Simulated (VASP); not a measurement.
# SiC (P6_3mc) in VASP: a series of runs

SiC is run at these levels: LDA; tasks: single point.

Program: VASP 6.6.1. These are calculated values, not measurements. Logs are shortened: lines on timing, memory, paths and dates and some standing lists are left out, and cuts for length are marked.

### Step 1. The cell of the first run

The structure is hexagonal, space group P6_3mc (No. 186). The conventional cell has a = 3.026 Å, b = 3.026 Å, c = 5.046 Å, α = 90.00°, β = 90.00°, γ = 120.00°. Si (site symmetry 3m) has 4 C at 1.86 to 1.90 Å within 2.5 Å. C (site symmetry 3m) has 4 Si at 1.86 to 1.90 Å within 2.5 Å.

### Step 2. Single point, LDA (in-plane strain -0.01)

Contents of INCAR:

```
PREC = Accurate
ENCUT = 520
EDIFF = 1E-6
ISMEAR = 0
SIGMA = 0.01
LREAL = F
LASPH = T
NELM = 80
ALGO = Normal
ISIF = 2
LWAVE = F
LCHARG = F
NBANDS = 16
```

Contents of KPOINTS:

```
Automatic mesh
0
Gamma
  8 8 4
```

Contents of POSCAR:

```
SiC
1.0
    3.0257982415      0.0000000000      0.0000000000
   -1.5128991208      2.6204181439      0.0000000000
    0.0000000000      0.0000000000      5.0460089950
Si C
2 2
Direct
    0.3333333333      0.6666666667      0.0045956273
    0.6666666667      0.3333333333      0.5045956273
    0.3333333333      0.6666666667      0.3804043727
    0.6666666667      0.3333333333      0.8804043727
```

Potentials or basis: VASP PAW LDA potentials, release 64 (Si, C).

Run with:

```sh
> cat potpaw_LDA.64/Si/POTCAR potpaw_LDA.64/C/POTCAR > POTCAR
> mpirun -np 1 vasp_std > vasp.out
```

OUTCAR:

```text
PREC = Accurate
   ENCUT = 520
   EDIFF = 1E-6
   ISMEAR = 0
   LREAL = F
   LASPH = T
   NELM = 80
   ISIF = 2

 ion  position               nearest neighbor table
   1  0.333  0.667  0.005-   4 1.86   4 1.86   4 1.86   3 1.90   2 3.07   2 3.07   2 3.07   2 3.07
                             2 3.07   2 3.07
   2  0.667  0.333  0.505-   3 1.86   3 1.86   3 1.86   4 1.90   1 3.07   1 3.07   1 3.07   1 3.07
                             1 3.07   1 3.07
   3  0.333  0.667  0.380-   2 1.86   2 1.86   2 1.86   1 1.90
   4  0.667  0.333  0.880-   1 1.86   1 1.86   1 1.86   2 1.90

  LATTYP: Found a hexagonal cell.
 ALAT       =     3.0257982415
 C/A-ratio  =     1.6676620820

  Lattice vectors:

 A1 = (   3.0257982415,   0.0000000000,   0.0000000000)
 A2 = (  -1.5128991208,   2.6204181439,   0.0000000000)
 A3 = (   0.0000000000,   0.0000000000,   5.0460089950)

Analysis of symmetry for initial positions (statically):
=====================================================================
 Subroutine PRICEL returns:
 Original cell was already a primitive cell.

 Routine SETGRP: Setting up the symmetry group for a
 hexagonal supercell.

 Subroutine GETGRP returns: Found 12 space group operations
 (whereof  6 operations were pure point group operations)
 out of a pool of 24 trial point group operations.

The static configuration has the point symmetry C_3v.
 The point group associated with its full space group is C_6v.

Analysis of symmetry for dynamics (positions and initial velocities):
=====================================================================
 Subroutine PRICEL returns:
 Original cell was already a primitive cell.

 Routine SETGRP: Setting up the symmetry group for a
 hexagonal supercell.

 Subroutine GETGRP returns: Found 12 space group operations
 (whereof  6 operations were pure point group operations)
 out of a pool of 24 trial point group operations.

The dynamic configuration has the point symmetry C_3v.
 The point group associated with its full space group is C_6v.

 Subroutine INISYM returns: Found 12 space group operations
 (whereof  6 operations are pure point group operations),
 and found     1 'primitive' translations

----------------------------------------------------------------------------------------

                                     Primitive cell

  volume of cell :      40.0091

  direct lattice vectors                    reciprocal lattice vectors
     3.025798241  0.000000000  0.000000000     0.330491302  0.190809242  0.000000000
    -1.512899121  2.620418144  0.000000000     0.000000000  0.381618484  0.000000000
     0.000000000  0.000000000  5.046008995     0.000000000  0.000000000  0.198176420

  length of vectors
     3.025798241  3.025798242  5.046008995     0.381618484  0.381618484  0.198176420

  position of ions in fractional coordinates (direct lattice)
     0.333333333  0.666666667  0.004595627
     0.666666667  0.333333333  0.504595627
     0.333333333  0.666666667  0.380404373
     0.666666667  0.333333333  0.880404373

  ion indices of the primitive-cell ions
   primitive index   ion index
                 1           1
                 2           2
                 3           3
                 4           4

----------------------------------------------------------------------------------------

 KPOINTS: Automatic mesh

Automatic generation of k-mesh.
 Grid dimensions read from file:
 generate k-points for:    8    8    4

 Generating k-lattice:

  Cartesian coordinates                     Fractional coordinates (reciprocal lattice)
     0.041311413  0.023851155  0.000000000     0.125000000  0.000000000  0.000000000
     0.000000000  0.047702311  0.000000000     0.000000000  0.125000000  0.000000000
     0.000000000  0.000000000  0.049544105     0.000000000  0.000000000  0.250000000

  Length of vectors
     0.047702311  0.047702311  0.049544105

  Shift w.r.t. Gamma in fractional coordinates (k-lattice)
     0.000000000  0.000000000  0.000000000

 Subroutine IBZKPT returns following result:
 ===========================================

 Found     30 irreducible k-points:

 Following reciprocal coordinates:
            Coordinates               Weight
  0.000000  0.000000  0.000000      1.000000
  0.125000  0.000000  0.000000      6.000000
  0.250000  0.000000  0.000000      6.000000
  0.375000  0.000000  0.000000      6.000000
  0.500000  0.000000  0.000000      3.000000
  0.125000  0.125000  0.000000      6.000000
[... 16 lines left out ...]
  0.250000  0.000000  0.500000      6.000000
  0.375000  0.000000  0.500000      6.000000
 [... further k-points ...]
   k-points           NKPTS =     30   k-points in BZ     NKDIM =     30   number of bands    NBANDS=     16
   number of dos      NEDOS =    301   number of ions     NIONS =      4
   total plane-waves  NPLWV =  23040
   dimension x,y,z NGX =    24 NGY =   24 NGZ =   40
   dimension x,y,z NGXF=    48 NGYF=   48 NGZF=   80
   ions per type =               2   2
   NGX,Y,Z   is equivalent  to a cutoff of  13.19, 13.19, 13.18 a.u.
   NGXF,Y,Z  is equivalent  to a cutoff of  26.37, 26.37, 26.36 a.u.
 SYSTEM =  unknown system
   PREC   = accura    normal or accurate (medium, high low for compatibility)
   ISTART =      0    job   : 0-new  1-cont  2-samecut
   ICHARG =      2    charge: 1-file 2-atom 10-const
   ISPIN  =      1    spin polarized calculation?
   LNONCOLLINEAR =      F non collinear calculations
   LSORBIT =      F    spin-orbit coupling
   LASPH  =      T    aspherical Exc in radial PAW
   ENCUT  =  520.0 eV  38.22 Ry    6.18 a.u.   5.63  5.63  9.38*2*pi/ulx,y,z
   NELM   =     80;   NELMIN=  2; NELMDL= -5     # of ELM steps
   EDIFF  = 0.1E-05   stopping-criterion for ELM
   LREAL  =      F    real-space projection
   EDIFFG = 0.1E-04   stopping-criterion for IOM
   NSW    =      0    number of steps for IOM
   IBRION =     -1    ionic relax: 0-MD 1-quasi-New 2-CG
   NFREE  =      0    steps in history (QN), initial steepest desc. (CG)
   ISIF   =      2    stress and relaxation
   ISYM   =      2    0-nonsym 1-usesym 2-fastsym
   POTIM  = 0.5000    time-step for ionic-motion
   TEBEG  =    0.0;   TEEND  =   0.0 temperature during run
   PSTRESS=    0.0 pullay stress
   NELECT =      16.0000    total number of electrons
   NUPDOWN=      -1.0000    fix difference up-down
   EMIN   =  10.00;   EMAX   =-10.00  energy-range for DOS
   EFERMI =   0.00;   METHOD = LEGACY
   ISMEAR =     0;   SIGMA  =   0.01  broadening in eV -4-tet -1-fermi 0-gaus
   EFERMI_NEDOS =   21; number of points for ismear=-14 and -15
   IALGO  =     38    algorithm
   IMIX   =      4    mixing-type and parameters
     AMIX     =   0.40;   BMIX     =  1.00
     AMIX_MAG =   1.60;   BMIX_MAG =  1.00
  volume/ion in A,a.u.               =      10.00        67.50
  Fermi-wavevector in a.u.,A,eV,Ry     =   1.206133  2.279261 19.793177  1.454757
  Thomas-Fermi vector in A             =   2.341809
   LORBIT       =      0    0 simple, 1 ext, 2 COOP (PROOUT), +10 PAW based schemes
   GGA     = CA    functional components
   LHFCALC =     F    Hartree Fock is set to
   AEXX    =    0.0000 exact exchange contribution
   IVDW    =     0    specifies the selected vdW correction
   LEPSILON=     F    determine dielectric tensor
   LRPA    =     F    only Hartree local field effects (RPA)
 non-spin polarized calculation
 Gauss-broadening in eV      SIGMA  =   0.01
  energy-cutoff  :      520.00
  volume of cell :       40.01
 maximum number of plane-waves:      1099
 NGX is ok and might be reduce to    24
   NGX = 11   NGY = 11   NGZ = 19

 number of electron      15.9999998 magnetization

 Free energy of the ion-electron system (eV)
  ---------------------------------------------------
  ext. energy  EPLUGINS =         0.00000000
  ---------------------------------------------------
  free energy    TOTEN  =       -33.25463795 eV

  energy without entropy =      -33.25463795  energy(sigma->0) =      -33.25463795

 E-fermi :   8.6923     XC(G=0): -11.6941

 val. band max:        8.6229250892   @ k =   0.0000   0.0000   0.0000
 cond. band min:      10.9190091591   @ k =   0.3750   0.2500   0.0000
 fundamental gap:      2.2960840699
 Fermi energy:         8.6922974447

 k-point     1 :       0.0000    0.0000    0.0000
  band No.  band energies     occupation
      1      -7.1473      2.00000
      2      -3.5391      2.00000
      3      -0.3350      2.00000
      4       7.3707      2.00000
      5       7.3707      2.00000
      6       8.4142      2.00000
[... 8 lines left out ...]
     15      17.7166      0.00000
     16      19.9827      0.00000

 k-point     2 :       0.1250    0.0000    0.0000
  band No.  band energies     occupation
      1      -6.8651      2.00000
      2      -3.2952      2.00000
      3      -0.0718      2.00000
      4       5.9687      2.00000
      5       6.9192      2.00000
      6       7.6672      2.00000
[... 8 lines left out ...]
     15      18.3337      0.00000
     16      18.5418      0.00000

 k-point     3 :       0.2500    0.0000    0.0000
  band No.  band energies     occupation
      1      -6.0351      2.00000
      2      -2.6135      2.00000
      3       0.6620      2.00000
      4       3.4466      2.00000
      5       5.6339      2.00000
      6       6.1174      2.00000
[... 8 lines left out ...]
     15      18.8014      0.00000
     16      19.6003      0.00000

 k-point     4 :       0.3750    0.0000    0.0000
  band No.  band energies     occupation
      1      -4.7390      2.00000
      2      -1.8573      2.00000
      3       0.8697      2.00000
      4       2.2450      2.00000
      5       3.4957      2.00000
      6       5.5104      2.00000
[... 8 lines left out ...]
     15      19.8647      0.00000
     16      20.8707      0.00000

 k-point     5 :       0.5000    0.0000    0.0000
  band No.  band energies     occupation
      1      -3.6195      2.00000
      2      -2.1670      2.00000
      3       0.7092      2.00000
      4       2.1466      2.00000
      5       3.0646      2.00000
      6       5.2057      2.00000
[... 8 lines left out ...]
     15      18.8367      0.00000
     16      21.2046      0.00000

 k-point     6 :       0.1250    0.1250    0.0000
  band No.  band energies     occupation
      1      -6.3084      2.00000
      2      -2.8298      2.00000
      3       0.4324      2.00000
      4       4.4203      2.00000
      5       5.5467      2.00000
      6       6.7413      2.00000
[... 8 lines left out ...]
     15      18.6207      0.00000
     16      19.0806      0.00000
[... 267 lines left out ...]
 k-point    21 :       0.0000    0.0000    0.5000
  band No.  band energies     occupation
      1      -5.9472      2.00000
      2      -5.9472      2.00000
      3       3.9896      2.00000
      4       3.9896      2.00000
      5       7.9491      2.00000
      6       7.9491      2.00000
[... 8 lines left out ...]
     15      17.8334      0.00000
     16      17.8334      0.00000

 k-point    22 :       0.1250    0.0000    0.5000
  band No.  band energies     occupation
      1      -5.6724      2.00000
      2      -5.6724      2.00000
      3       4.0966      2.00000
      4       4.0966      2.00000
      5       6.8221      2.00000
      6       6.8221      2.00000
[... 8 lines left out ...]
     15      18.3256      0.00000
     16      18.3256      0.00000

 k-point    23 :       0.2500    0.0000    0.5000
  band No.  band energies     occupation
      1      -4.8695      2.00000
      2      -4.8695      2.00000
      3       3.5693      2.00000
      4       3.5693      2.00000
      5       5.4798      2.00000
      6       5.4798      2.00000
[... 8 lines left out ...]
     15      19.2681      0.00000
     16      19.2681      0.00000

 k-point    24 :       0.3750    0.0000    0.5000
  band No.  band energies     occupation
      1      -3.6503      2.00000
      2      -3.6503      2.00000
      3       1.4753      2.00000
      4       1.4753      2.00000
      5       5.8523      2.00000
      6       5.8523      2.00000
[... 8 lines left out ...]
     15      20.3472      0.00000
     16      20.3472      0.00000

 [... further k-points ...]
[... 5 lines left out ...]
  --------------------------------------------------------------------------------------
  -------------------------------------------------------------------------------------
  Total        1.7728228      1.7728228     -0.6286692     -0.0000000      0.0000000     -0.0000000
  in kB       70.9932932     70.9932932    -25.1752738     -0.0000000      0.0000000     -0.0000000
  external PRESSURE =      38.9371042 kB  Pullay stress =       0.0000000 kB

 VOLUME and BASIS-vectors are now :
 -----------------------------------------------------------------------------
  energy-cutoff  :      520.00
  volume of cell :       40.01
      direct lattice vectors                 reciprocal lattice vectors
     3.025798241  0.000000000  0.000000000     0.330491302  0.190809242  0.000000000
    -1.512899121  2.620418144  0.000000000     0.000000000  0.381618484  0.000000000
     0.000000000  0.000000000  5.046008995     0.000000000  0.000000000  0.198176420

 POSITION                                       TOTAL-FORCE (eV/Angst)
 -----------------------------------------------------------------------------------
     -0.00000      1.74695      0.02319        -0.000000     -0.000000      0.167682
      1.51290      0.87347      2.54619         0.000000      0.000000      0.167682
     -0.00000      1.74695      1.91952         0.000000     -0.000000     -0.167682
      1.51290      0.87347      4.44253         0.000000      0.000000     -0.167682
 -----------------------------------------------------------------------------------
    total drift:                               -0.000000      0.000000      0.000090

  FREE ENERGIE OF THE ION-ELECTRON SYSTEM (eV)
  ---------------------------------------------------
  free  energy   TOTEN  =       -33.2546379546 eV

  energy  without entropy=      -33.2546379546  energy(sigma->0) =      -33.25463795
```

Wall time 20 s (1 thread of AMD EPYC 7R43 (Zen 3), shared host); peak memory 0.11 GiB.

Results:

| Item | Value |
| --- | --- |
| Free energy | -33.2546 eV |
| Pressure | 3.9 GPa |
| Largest force | 0.168 eV/Å |
| Band gap on the k mesh | 2.30 eV, indirect (least direct gap 4.09 eV) |

Forces on the atoms (eV/Å):
```
Si   0.000  0.000  0.168
Si   0.000  0.000  0.168
C    0.000  0.000 -0.168
C    0.000  0.000 -0.168
```

Levels at points of the mesh, in eV from the valence-band top:
| k point | band 5 | band 6 | band 7 | band 8 | band 9 | band 10 | band 11 | band 12 |
| --- | --- | --- | --- | --- | --- | --- | --- | --- |
| (0.00, 0.00, 0.00) | -1.25 | -0.21 | 0.00 | 0.00 | 5.28 | 6.21 | 6.87 | 6.87 |
| (0.50, 0.00, 0.00) | -5.56 | -3.42 | -3.33 | -1.25 | 2.83 | 4.05 | 7.07 | 7.22 |
| (0.00, 0.00, 0.50) | -0.67 | -0.67 | -0.67 | -0.67 | 6.28 | 6.28 | 7.52 | 7.52 |
| (0.50, 0.00, 0.50) | -2.47 | -2.47 | -2.45 | -2.45 | 3.21 | 3.21 | 5.22 | 5.22 |

Caveat: the cell differs from its parent crystal (in-plane strain -0.01). A k mesh can miss the band edges.

### Step 3. Single point, LDA (in-plane strain -0.005, then relaxed in part)

Contents of INCAR:

```
PREC     = Accurate       # precision mode
ENCUT    = 520            # plane-wave cutoff, eV
EDIFF    = 1E-6           # SCF threshold, eV
ISMEAR   = 0              # smearing method
SIGMA    = 0.01           # smearing width, eV
LREAL    = False          # projectors in reciprocal space
LASPH    = True           # aspherical terms in the spheres
NELM     = 80             # most SCF steps
ALGO     = Normal         # electronic algorithm
ISIF     = 2              # what is computed and relaxed
LWAVE    = False          # write WAVECAR
LCHARG   = True           # write CHGCAR
GGA      = CA             # functional
LELF     = True           # ELF
LVHAR    = True         
NBANDS   = 16             # bands
```

KPOINTS is that of step 2.

Contents of POSCAR:

```
SiC
1.0
    3.0410800508      0.0000000000      0.0000000000
   -1.5205400254      2.6336525789      0.0000000000
    0.0000000000      0.0000000000      5.0211674967
Si C
2 2
Direct
    0.3333333333      0.6666666667      0.0049350297
    0.6666666667      0.3333333333      0.5049350297
    0.3333333333      0.6666666667      0.3800649703
    0.6666666667      0.3333333333      0.8800649703
```

Potentials or basis: VASP PAW LDA potentials, release 64 (Si, C).

Run with:

```sh
> cat potpaw_LDA.64/Si/POTCAR potpaw_LDA.64/C/POTCAR > POTCAR
> mpirun -np 1 vasp_std > vasp.out
```

Run time: 22 s. Hardware: 1 thread of AMD EPYC 7R43 (Zen 3), shared host; peak memory 0.11 GiB.

The run converged. Its results:

* Free energy: -33.2701 eV
* Pressure: 2.5 GPa
* Band gap on the k mesh: 2.32 eV, indirect (least direct gap 3.98 eV)

Stress tensor (GPa, compression positive):
```
3.60 0.00 0.00
0.00 3.60 0.00
0.00 0.00 0.39
```

Levels at points of the mesh, in eV from the valence-band top:
| k point | band 4 | band 5 | band 6 | band 7 | band 8 | band 9 | band 10 | band 11 | band 12 | band 13 |
| --- | --- | --- | --- | --- | --- | --- | --- | --- | --- | --- |
| (0.00, 0.00, 0.00) | -1.30 | -1.30 | -0.18 | 0.00 | 0.00 | 5.08 | 6.38 | 6.75 | 6.75 | 7.89 |
| (0.50, 0.00, 0.00) | -6.39 | -5.56 | -3.42 | -3.36 | -1.22 | 2.75 | 4.10 | 7.02 | 7.14 | 10.07 |
| (0.00, 0.00, 0.50) | -4.55 | -0.70 | -0.70 | -0.70 | -0.70 | 6.13 | 6.13 | 7.43 | 7.43 | 7.43 |
| (0.50, 0.00, 0.50) | -8.42 | -2.48 | -2.48 | -2.41 | -2.41 | 3.24 | 3.24 | 5.24 | 5.24 | 10.41 |

Caveat: the cell differs from its parent crystal (in-plane strain -0.005, then relaxed in part). A k mesh can miss the band edges.

### Step 4. Single point, LDA (in-plane strain -0.005)

Contents of INCAR:

```
SYSTEM = SiC
  PREC = Accurate
  ENCUT = 520
  EDIFF = 1E-6
  ISMEAR = 0
  SIGMA = 0.01
  LREAL = .False.
  LASPH = .True.
  NELM = 60
  ALGO = Normal
  ISIF = 2
  LWAVE = .False.
  LCHARG = .False.
  GGA = CA
  NBANDS = 16
```

Contents of KPOINTS:

```
regular mesh
0
Gamma
  8 8 4
  0 0 0
```

Contents of POSCAR:

```
SiC
1.0
    3.0410800508      0.0000000000      0.0000000000
   -1.5205400254      2.6336525790      0.0000000000
    0.0000000000      0.0000000000      5.0309612545
Si C
2 2
Direct
    0.3333333333      0.6666666667      0.0045956273
    0.6666666667      0.3333333333      0.5045956273
    0.3333333333      0.6666666667      0.3804043727
    0.6666666667      0.3333333333      0.8804043727
```

Run with:

```sh
> cat potpaw_LDA.64/Si/POTCAR potpaw_LDA.64/C/POTCAR > POTCAR
> mpirun -np 1 vasp_std > vasp.out
```

Run time: 24 s. Hardware: 1 thread of AMD EPYC 7R43 (Zen 3), shared host; peak memory 0.11 GiB.

It converged, with:

```
Free energy            : -33.2697 eV
Pressure               : 2.1 GPa
Largest force          : 0.083 eV/Å
Band gap on the k mesh : 2.34 eV, indirect (least direct gap 4.00 eV)
```

Forces in eV/Å, atoms in the order of the input:
```
Si   0.000  0.000  0.083
Si   0.000  0.000  0.083
C    0.000  0.000 -0.083
C    0.000  0.000 -0.083
```

Stress tensor (GPa, compression positive):
```
 3.68  0.00  0.00
 0.00  3.68  0.00
 0.00  0.00 -1.07
```

Levels at points of the mesh, in eV from the valence-band top:
| k point | band 4 | band 5 | band 6 | band 7 | band 8 | band 9 | band 10 | band 11 | band 12 | band 13 |
| --- | --- | --- | --- | --- | --- | --- | --- | --- | --- | --- |
| (0.00, 0.00, 0.00) | -1.29 | -1.29 | -0.16 | 0.00 | 0.00 | 5.10 | 6.33 | 6.77 | 6.77 | 7.88 |
| (0.50, 0.00, 0.00) | -6.40 | -5.54 | -3.39 | -3.35 | -1.23 | 2.77 | 4.11 | 7.01 | 7.16 | 10.00 |
| (0.00, 0.00, 0.50) | -4.54 | -0.69 | -0.69 | -0.69 | -0.69 | 6.14 | 6.14 | 7.43 | 7.43 | 7.43 |
| (0.50, 0.00, 0.50) | -8.41 | -2.47 | -2.47 | -2.40 | -2.40 | 3.23 | 3.23 | 5.22 | 5.22 | 10.41 |

Caveat: the cell differs from its parent crystal (in-plane strain -0.005).

### Step 5. Summary

```tsv
cell	gap on the mesh (eV)	pressure (GPa)	largest force (eV/Å)
a = 3.026, b = 3.026, c = 5.046 Å, angles 90.0, 90.0, 120.0°, 4 atoms	2.30	3.9	0.17
a = 3.041, b = 3.041, c = 5.021 Å, angles 90.0, 90.0, 120.0°, 4 atoms	2.32	2.5	-
a = 3.041, b = 3.041, c = 5.031 Å, angles 90.0, 90.0, 120.0°, 4 atoms	2.34	2.1	0.08
```

Alike in all rows: task single point; level LDA; potentials or basis VASP PAW LDA potentials, release 64 (Si, C); no spin polarisation; k mesh 8 × 8 × 4; cutoff (eV) 520; smearing gaussian 0.01 eV.

Total energies depend on the potentials used, so only differences within one code and one set of settings carry meaning.
